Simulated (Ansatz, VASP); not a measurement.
# Two plane-wave programs on RbCl

The input INCAR:

```
SYSTEM = RbCl
ALGO     = Normal         ! electronic algorithm
EDIFF    = 1E-6           ! SCF threshold, eV
ENCUT    = 500            ! plane-wave cutoff, eV
GGA      = PE             ! functional
GGA_COMPAT= .False.      
ISIF     = 2              ! what is computed and relaxed
ISMEAR   = 0              ! smearing method
LASPH    = .True.         ! aspherical terms in the spheres
LCHARG   = .False.        ! write CHGCAR
LREAL    = .False.        ! projectors in reciprocal space
LWAVE    = .False.        ! write WAVECAR
NBANDS   = 15             ! bands
NELM     = 120            ! most SCF steps
PREC     = Accurate       ! precision mode
SIGMA    = 0.01           ! smearing width, eV
```

Contents of KPOINTS:

```
k-points
0
Gamma
  6 6 6
  0 0 0
```

POSCAR

```
RbCl
1.0
    0.0000000000      3.2807573093      3.2807573093
    3.2807573093      0.0000000000      3.2807573093
    3.2807573093      3.2807573093      0.0000000000
Rb Cl
1 1
Direct
    0.0000000000      0.0000000000      0.0000000000
    0.5000000000      0.5000000000      0.5000000000
```

Input for Ansatz:

```yaml
crystal:
  lattice:
    - [0.0, 3.2807573093, 3.2807573093]
    - [3.2807573093, 0.0, 3.2807573093]
    - [3.2807573093, 3.2807573093, 0.0]
  atoms:
    - { symbol: Rb, position: [0.0, 0.0, 0.0] }
    - { symbol: Cl, position: [0.5, 0.5, 0.5] }
kpoints:
  mp_grid: { grid: [6, 6, 6] }
hamiltonian:
  xc: pbe
scf:
  occupations: { method: fixed }
  n_extra_bands: 4
output:
  forces: true
  stress: true
  eigenvalues: true
```

Alike in both runs: task single point; functional PBE; k mesh 6 × 6 × 6; no spin polarisation.

|  | VASP | Ansatz |
| --- | --- | --- |
| version | VASP 6.6.1 | Ansatz 0.2.0 |
| potentials or method | VASP PAW PBE potentials, release 64 (Rb_sv, Cl) | plane waves, PAW |
| plane-wave cutoff (eV) | 500 | 420 |
| occupations | gaussian, width 0.01 eV | fixed |
| valence electrons in the cell | 16 | 16 |

```tsv
	VASP	Ansatz	Ansatz less VASP
gap on the k mesh at the Fermi level (eV)	5.03	5.03	+0.003
pressure (GPa)	1.0	1.0	0.00
```
